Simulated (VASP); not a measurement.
# TiO2 (I4/m) in VASP: notebook

The runs below take TiO2 through single point, with r2SCAN.

Program: VASP 6.6.1. These are calculated values, not measurements. Logs are shortened: lines on timing, memory, paths and dates and some standing lists are left out, and cuts for length are marked.

### 1 The cell of the first run

Symmetry: I4/m, No. 87, tetragonal system. The conventional cell has a = 8.739 Å, b = 8.739 Å, c = 3.767 Å, α = 90.00°, β = 90.00°, γ = 90.00°. Within 2.4 Å of Ti (site symmetry m) lie 6 O at 1.79 to 2.29 Å. Within 2.7 Å of O (site symmetry m) lie 4 Ti at 1.95 to 2.29 Å and 5 O at 2.64 to 2.65 Å. O (site symmetry m) has 2 Ti at 1.79 to 1.82 Å within 2.4 Å.

### 2 Single point, r2SCAN

Input file POSCAR:

```
TiO2
1.0
   -4.3696209303      4.3696209303      1.8835088886
    4.3696209303     -4.3696209303      1.8835088886
    4.3696209303      4.3696209303     -1.8835088886
Ti O
4 8
Direct
    0.2905284355      0.0031641115      0.2936925469
    0.0031641115      0.7094715645      0.7126356760
    0.9968358885      0.2905284355      0.2873643240
    0.7094715645      0.9968358885      0.7063074531
    0.4983601057      0.1512851790      0.6496452848
    0.1604743790      0.8411155945      0.0015899734
    0.1512851790      0.5016398943      0.6529250733
    0.1588844055      0.1604743790      0.3193587845
    0.8411155945      0.8395256210      0.6806412155
    0.8487148210      0.4983601057      0.3470749267
    0.8395256210      0.1588844055      0.9984100266
    0.5016398943      0.8487148210      0.3503547152
```

Input file INCAR.step1:

```
PREC = Accurate ; ENCUT = 520
ISMEAR = 0 ; SIGMA = 0.02
LREAL = False ; LASPH = True
NELM = 60 ; NBANDS = 60
GGA = PE ; ALGO = Normal
EDIFF = 1E-4 ; LWAVE = True
LCHARG = False ; KPAR = 4
```

Input file INCAR.step2:

```
PREC = Accurate ; ENCUT = 520
EDIFF = 1E-7 ; ISMEAR = 0
SIGMA = 0.02 ; LREAL = False
LASPH = True ; NELM = 60
ALGO = Normal ; ISIF = 2
LWAVE = False ; LCHARG = True
METAGGA = R2SCAN ; LMIXTAU = True
LVHAR = True ; NBANDS = 60
ISTART = 1 ; KPAR = 4
```

Input file KPOINTS:

```
Automatic mesh
0
Gamma
  8 8 8
```

Potentials or basis: VASP PAW PBE potentials, release 64 (Ti_sv, O).

The run is started by

```console
cat potpaw_PBE.64/Ti_sv/POTCAR potpaw_PBE.64/O/POTCAR > POTCAR
cp INCAR.step1 INCAR
mpirun -np 4 vasp_std > vasp.out
cp INCAR.step2 INCAR
mpirun -np 4 vasp_std > vasp.out
```

OUTCAR:

```text
PREC = Accurate
   ENCUT = 520
   EDIFF = 1E-7
   ISMEAR = 0
   LREAL = False
   LASPH = True
   NELM = 60
   ISIF = 2
   METAGGA = R2SCAN
   ISTART = 1

 ion  position               nearest neighbor table
   1  0.291  0.003  0.294-   8 1.79   6 1.82  10 1.95  10 1.95   5 2.23  12 2.29
   2  0.003  0.709  0.713-   6 1.79   9 1.82   5 1.95   5 1.95   7 2.23  10 2.29
   3  0.997  0.291  0.287-  11 1.79   8 1.82  12 1.95  12 1.95  10 2.23   7 2.29
   4  0.709  0.997  0.706-   9 1.79  11 1.82   7 1.95   7 1.95  12 2.23   5 2.29
   5  0.498  0.151  0.650-   2 1.95   2 1.95   1 2.23   4 2.29
   6  0.160  0.841  0.002-   2 1.79   1 1.82
   7  0.151  0.502  0.653-   4 1.95   4 1.95   2 2.23   3 2.29
   8  0.159  0.160  0.319-   1 1.79   3 1.82
   9  0.841  0.840  0.681-   4 1.79   2 1.82
  10  0.849  0.498  0.347-   1 1.95   1 1.95   3 2.23   2 2.29
  11  0.840  0.159  0.998-   3 1.79   4 1.82
  12  0.502  0.849  0.350-   3 1.95   3 1.95   4 2.23   1 2.29

  LATTYP: Found a body centered tetragonal cell.
 ALAT       =     8.7392418606
 C/A-ratio  =     0.4310462895

  Lattice vectors:

 A1 = (  -4.3696209303,   4.3696209303,   1.8835088886)
 A2 = (   4.3696209303,  -4.3696209303,   1.8835088886)
 A3 = (   4.3696209303,   4.3696209303,  -1.8835088886)

Analysis of symmetry for initial positions (statically):
=====================================================================
 Subroutine PRICEL returns:
 Original cell was already a primitive cell.

 Routine SETGRP: Setting up the symmetry group for a
 body centered tetragonal supercell.

 Subroutine GETGRP returns: Found  8 space group operations
 (whereof  8 operations were pure point group operations)
 out of a pool of 16 trial point group operations.

The static configuration has the point symmetry C_4h.

Analysis of symmetry for dynamics (positions and initial velocities):
=====================================================================
 Subroutine PRICEL returns:
 Original cell was already a primitive cell.

 Routine SETGRP: Setting up the symmetry group for a
 body centered tetragonal supercell.

 Subroutine GETGRP returns: Found  8 space group operations
 (whereof  8 operations were pure point group operations)
 out of a pool of 16 trial point group operations.

The dynamic configuration has the point symmetry C_4h.

 Subroutine INISYM returns: Found  8 space group operations
 (whereof  8 operations are pure point group operations),
 and found     1 'primitive' translations

----------------------------------------------------------------------------------------

                                     Primitive cell

  volume of cell :     143.8518

  direct lattice vectors                    reciprocal lattice vectors
    -4.369620930  4.369620930  1.883508889     0.000000000  0.114426402  0.265461981
     4.369620930 -4.369620930  1.883508889     0.114426402  0.000000000  0.265461981
     4.369620930  4.369620930 -1.883508889     0.114426402  0.114426402  0.000000000

  length of vectors
     6.460246116  6.460246116  6.460246116     0.289073459  0.289073459  0.161823369

  position of ions in fractional coordinates (direct lattice)
     0.290528436  0.003164111  0.293692547
     0.003164111  0.709471564  0.712635676
     0.996835889  0.290528436  0.287364324
     0.709471564  0.996835889  0.706307453
     0.498360106  0.151285179  0.649645285
     0.160474379  0.841115595  0.001589973
     0.151285179  0.501639894  0.652925073
     0.158884405  0.160474379  0.319358784
     0.841115595  0.839525621  0.680641216
     0.848714821  0.498360106  0.347074927
     0.839525621  0.158884405  0.998410027
     0.501639894  0.848714821  0.350354715

  ion indices of the primitive-cell ions
   primitive index   ion index
                 1           1
                 2           2
                 3           3
                 4           4
                 5           5
                 6           6
                 7           7
                 8           8
                 9           9
                10          10
                11          11
                12          12

----------------------------------------------------------------------------------------

 KPOINTS: Automatic mesh

Automatic generation of k-mesh.
 Grid dimensions read from file:
 generate k-points for:    8    8    8

 Generating k-lattice:

  Cartesian coordinates                     Fractional coordinates (reciprocal lattice)
     0.000000000  0.014303300  0.033182748     0.125000000  0.000000000 -0.000000000
     0.014303300  0.000000000  0.033182748     0.000000000  0.125000000 -0.000000000
     0.014303300  0.014303300  0.000000000     0.000000000  0.000000000  0.125000000

  Length of vectors
     0.036134182  0.036134182  0.020227921

  Shift w.r.t. Gamma in fractional coordinates (k-lattice)
     0.000000000  0.000000000  0.000000000

 Subroutine IBZKPT returns following result:
 ===========================================

 Found     78 irreducible k-points:

 Following reciprocal coordinates:
            Coordinates               Weight
  0.000000  0.000000  0.000000      1.000000
  0.125000  0.000000 -0.000000      8.000000
  0.250000  0.000000 -0.000000      8.000000
  0.375000  0.000000  0.000000      8.000000
  0.500000  0.000000 -0.000000      4.000000
  0.125000  0.125000 -0.000000      8.000000
[... 16 lines left out ...]
 -0.375000  0.250000 -0.000000      8.000000
 -0.250000  0.375000  0.000000      8.000000
 [... further k-points ...]
   k-points           NKPTS =     78   k-points in BZ     NKDIM =     78   number of bands    NBANDS=     60
   number of dos      NEDOS =    301   number of ions     NIONS =     12
   total plane-waves  NPLWV = 110592
   dimension x,y,z NGX =    48 NGY =   48 NGZ =   48
   dimension x,y,z NGXF=    96 NGYF=   96 NGZF=   96
   ions per type =               4   8
   NGX,Y,Z   is equivalent  to a cutoff of  12.35, 12.35, 12.35 a.u.
   NGXF,Y,Z  is equivalent  to a cutoff of  24.70, 24.70, 24.70 a.u.
 SYSTEM =  unknown system
   PREC   = accura    normal or accurate (medium, high low for compatibility)
   ISTART =      1    job   : 0-new  1-cont  2-samecut
   ICHARG =      0    charge: 1-file 2-atom 10-const
   ISPIN  =      1    spin polarized calculation?
   LNONCOLLINEAR =      F non collinear calculations
   LSORBIT =      F    spin-orbit coupling
   LASPH  =      T    aspherical Exc in radial PAW
   ENCUT  =  520.0 eV  38.22 Ry    6.18 a.u.  12.01 12.01 12.01*2*pi/ulx,y,z
   NELM   =     60;   NELMIN=  2; NELMDL=  0     # of ELM steps
   EDIFF  = 0.1E-06   stopping-criterion for ELM
   LREAL  =      F    real-space projection
   EDIFFG = 0.1E-05   stopping-criterion for IOM
   NSW    =      0    number of steps for IOM
   IBRION =     -1    ionic relax: 0-MD 1-quasi-New 2-CG
   NFREE  =      0    steps in history (QN), initial steepest desc. (CG)
   ISIF   =      2    stress and relaxation
   ISYM   =      2    0-nonsym 1-usesym 2-fastsym
   POTIM  = 0.5000    time-step for ionic-motion
   TEBEG  =    0.0;   TEEND  =   0.0 temperature during run
   PSTRESS=    0.0 pullay stress
   NELECT =      96.0000    total number of electrons
   NUPDOWN=      -1.0000    fix difference up-down
   EMIN   =  10.00;   EMAX   =-10.00  energy-range for DOS
   EFERMI =   0.00;   METHOD = LEGACY
   ISMEAR =     0;   SIGMA  =   0.02  broadening in eV -4-tet -1-fermi 0-gaus
   EFERMI_NEDOS =   21; number of points for ismear=-14 and -15
   IALGO  =     38    algorithm
   IMIX   =      4    mixing-type and parameters
     AMIX     =   0.40;   BMIX     =  1.00
     AMIX_MAG =   1.60;   BMIX_MAG =  1.00
  volume/ion in A,a.u.               =      11.99        80.90
  Fermi-wavevector in a.u.,A,eV,Ry     =   1.430628  2.703496 27.847012  2.046698
  Thomas-Fermi vector in A             =   2.550453
   LORBIT       =      0    0 simple, 1 ext, 2 COOP (PROOUT), +10 PAW based schemes
   METAGGA = R2SCAN    functional components
   LHFCALC =     F    Hartree Fock is set to
   AEXX    =    0.0000 exact exchange contribution
   IVDW    =     0    specifies the selected vdW correction
   LEPSILON=     F    determine dielectric tensor
   LRPA    =     F    only Hartree local field effects (RPA)
 non-spin polarized calculation
 Gauss-broadening in eV      SIGMA  =   0.02
  energy-cutoff  :      520.00
  volume of cell :      143.85
 maximum number of plane-waves:      3908
   NGX = 25   NGY = 25   NGZ = 25

 number of electron      95.9999984 magnetization

 Free energy of the ion-electron system (eV)
  ---------------------------------------------------
  ext. energy  EPLUGINS =         0.00000000
  ---------------------------------------------------
  free energy    TOTEN  =      -139.13799838 eV

  energy without entropy =     -139.13799838  energy(sigma->0) =     -139.13799838

 E-fermi :   2.7997     XC(G=0): -11.0827

 val. band max:        2.6172016049   @ k =   0.5000   0.5000   0.5000
 cond. band min:       4.7487225513   @ k =   0.0000   0.0000   0.0000
 fundamental gap:      2.1315209465
 Fermi energy:         2.7996506926

 k-point     1 :       0.0000    0.0000    0.0000
  band No.  band energies     occupation
      1     -55.9191      2.00000
      2     -55.9012      2.00000
      3     -55.9012      2.00000
      4     -55.8857      2.00000
      5     -31.3049      2.00000
      6     -31.2767      2.00000
[... 52 lines left out ...]
     59       7.8011      0.00000
     60       7.8948      0.00000

 k-point     2 :       0.1250    0.0000   -0.0000
  band No.  band energies     occupation
      1     -55.9175      2.00000
      2     -55.9008      2.00000
      3     -55.9008      2.00000
      4     -55.8866      2.00000
      5     -31.2988      2.00000
      6     -31.2755      2.00000
[... 1383 lines left out ...]
      4     -55.8883      2.00000
      5     -31.2873      2.00000
      6     -31.2749      2.00000
[... 52 lines left out ...]
     59       7.5170      0.00000
     60       7.7274      0.00000

 [... further k-points ...]

------------------------ aborting loop because EDIFF is reached ----------------------------------------

  FORCE on cell =-STRESS in cart. coord.  units (eV):
  Direction    XX          YY          ZZ          XY          YZ          ZX
  --------------------------------------------------------------------------------------
  -------------------------------------------------------------------------------------
  Total       -0.8268080     -0.8268080     -0.8515862      0.0000122      0.0000000      0.0000000
  in kB       -9.2087368     -9.2087368     -9.4847083      0.0001356      0.0000000      0.0000000
  external PRESSURE =      -9.3007273 kB  Pullay stress =       0.0000000 kB

 VOLUME and BASIS-vectors are now :
 -----------------------------------------------------------------------------
  energy-cutoff  :      520.00
  volume of cell :      143.85
      direct lattice vectors                 reciprocal lattice vectors
    -4.369620930  4.369620930  1.883508889     0.000000000  0.114426402  0.265461981
     4.369620930 -4.369620930  1.883508889     0.114426402  0.000000000  0.265461981
     4.369620930  4.369620930 -1.883508889     0.114426402  0.114426402  0.000000000

 POSITION                                       TOTAL-FORCE (eV/Angst)
 -----------------------------------------------------------------------------------
      0.02765      2.53900      0.00000        -0.014300      0.150946     -0.000000
      6.20024      0.02765      0.00000        -0.150946     -0.014300      0.000000
     -1.83062      4.34197      1.88351         0.150946      0.014300     -0.000000
      4.34197      1.83062      1.88351         0.014300     -0.150946      0.000000
      1.32212      4.35529     -0.00000        -0.018213      0.001889     -0.000000
      2.98109     -2.96720      1.88351         0.004545      0.026047      0.000000
      4.38395      1.32212      0.00000        -0.001889     -0.018213     -0.000000
      1.40242      1.38853      0.00000         0.026047     -0.004545     -0.000000
      2.96720      2.98109      1.88351        -0.026047      0.004545     -0.000000
     -0.01433      3.04750      1.88351         0.001889      0.018213      0.000000
      1.38853      7.33682     -0.00000        -0.004545     -0.026047     -0.000000
      3.04750      0.01433      1.88351         0.018213     -0.001889      0.000000
 -----------------------------------------------------------------------------------
    total drift:                                0.000000     -0.000000     -0.000000

  FREE ENERGIE OF THE ION-ELECTRON SYSTEM (eV)
  ---------------------------------------------------
  free  energy   TOTEN  =      -139.1379983759 eV

  energy  without entropy=     -139.1379983759  energy(sigma->0) =     -139.13799838
```

It took 31 min on 4 MPI ranks of Oxide Virtual Turin-like, shared host; peak memory 0.68 GiB.

Results:

```yaml
Free_energy: -139.1380 eV
Pressure: -0.9 GPa
Largest_force: 0.152 eV/Å
Band_gap_on_the_k_mesh: 2.13 eV (least direct gap 2.82 eV)
```

Forces in eV/Å, atoms in the order of the input:
```
Ti  -0.014  0.151  0.000
Ti  -0.151 -0.014  0.000
Ti   0.151  0.014  0.000
Ti   0.014 -0.151  0.000
O   -0.018  0.002  0.000
O    0.005  0.026  0.000
O   -0.002 -0.018  0.000
O    0.026 -0.005  0.000
O   -0.026  0.005  0.000
O    0.002  0.018  0.000
O   -0.005 -0.026  0.000
O    0.018 -0.002  0.000
```

Levels at points of the mesh, in eV from the valence-band top:
```
           k point  band 46  band 47  band 48  band 49  band 50  band 51
(0.00, 0.00, 0.00)    -0.93    -0.88    -0.69     2.13     3.47     3.49
(0.50, 0.00, 0.00)    -0.71    -0.64    -0.35     3.26     3.60     3.68
(0.50, 0.50, 0.00)    -0.92    -0.92    -0.65     2.78     2.98     3.18
(0.50, 0.50, 0.50)    -1.10    -1.10     0.00     3.32     3.32     3.35
```

Caveat: the PAW data sets were made with another functional, which shifts forces and pressure a little. A k mesh can miss the band edges.

### 3 Single point, r2SCAN

This run uses another cell than the first one, of 11.86 Å³/atom.

Input file POSCAR:

```
TiO2
1.0
   -4.3489027542      4.3489027542      1.8808798380
    4.3489027542     -4.3489027542      1.8808798380
    4.3489027542      4.3489027542     -1.8808798380
Ti O
4 8
Direct
    0.2911432268      0.0012985253      0.2924417521
    0.0012985253      0.7088567732      0.7101552985
    0.9987014747      0.2911432268      0.2898447015
    0.7088567732      0.9987014747      0.7075582479
    0.4994795304      0.1511885838      0.6506681143
    0.1605345341      0.8402093620      0.0007438962
    0.1511885838      0.5005204696      0.6517090534
    0.1597906380      0.1605345341      0.3203251721
    0.8402093620      0.8394654659      0.6796748279
    0.8488114162      0.4994795304      0.3482909466
    0.8394654659      0.1597906380      0.9992561038
    0.5005204696      0.8488114162      0.3493318857
```

Input file INCAR.step1:

```
SYSTEM = TiO2
  ALGO = Normal
  EDIFF = 1E-4
  ENCUT = 520
  GGA = PE
  ISMEAR = 0
  KPAR = 4
  LASPH = .TRUE.
  LCHARG = .FALSE.
  LREAL = .FALSE.
  LWAVE = .TRUE.
  NBANDS = 60
  NELM = 100
  PREC = Accurate
  SIGMA = 0.02
```

Input file INCAR.step2:

```
SYSTEM = TiO2
  ALGO = Normal
  EDIFF = 1E-7
  ENCUT = 520
  ISIF = 2
  ISMEAR = 0
  ISTART = 1
  KPAR = 4
  LASPH = .TRUE.
  LCHARG = .FALSE.
  LMIXTAU = .TRUE.
  LREAL = .FALSE.
  LWAVE = .FALSE.
  METAGGA = R2SCAN
  NBANDS = 60
  NELM = 100
  PREC = Accurate
  SIGMA = 0.02
```

Input file KPOINTS:

```
k-points
0
G
  8 8 8
  0 0 0
```

Potentials or basis: VASP PAW PBE potentials, release 64 (Ti_sv, O).

The run is started by

```console
cat potpaw_PBE.64/Ti_sv/POTCAR potpaw_PBE.64/O/POTCAR > POTCAR
cp INCAR.step1 INCAR
mpirun -np 4 vasp_std > vasp.out
cp INCAR.step2 INCAR
mpirun -np 4 vasp_std > vasp.out
```

It took 43 min on 4 MPI ranks of Oxide Virtual Turin-like, shared host; peak memory 0.68 GiB.

Results (log left out):

```
Free energy            : -139.1385 eV
Pressure               : 1.1 GPa
Largest force          : 0.141 eV/Å
Band gap on the k mesh : 2.10 eV (least direct gap 2.80 eV)
```

Forces in eV/Å, atoms in the order of the input:
```
Ti  -0.005  0.141  0.000
Ti  -0.141 -0.005  0.000
Ti   0.141  0.005  0.000
Ti   0.005 -0.141  0.000
O   -0.016  0.001  0.000
O   -0.006  0.017  0.000
O   -0.001 -0.016  0.000
O    0.017  0.006  0.000
O   -0.017 -0.006  0.000
O    0.001  0.016  0.000
O    0.006 -0.017  0.000
O    0.016 -0.001  0.000
```

Levels at points of the mesh, in eV from the valence-band top:
```tsv
k point	band 46	band 47	band 48	band 49	band 50	band 51
(0.00, 0.00, 0.00)	-0.96	-0.92	-0.71	2.10	3.50	3.50
(0.50, 0.00, 0.00)	-0.73	-0.67	-0.36	3.28	3.63	3.71
(0.50, 0.50, 0.00)	-0.95	-0.95	-0.67	2.77	2.99	3.20
(0.50, 0.50, 0.50)	-1.15	-1.15	0.00	3.34	3.34	3.37
```

Caveat: the PAW data sets were made with another functional, which shifts forces and pressure a little. A k mesh can miss the band edges.
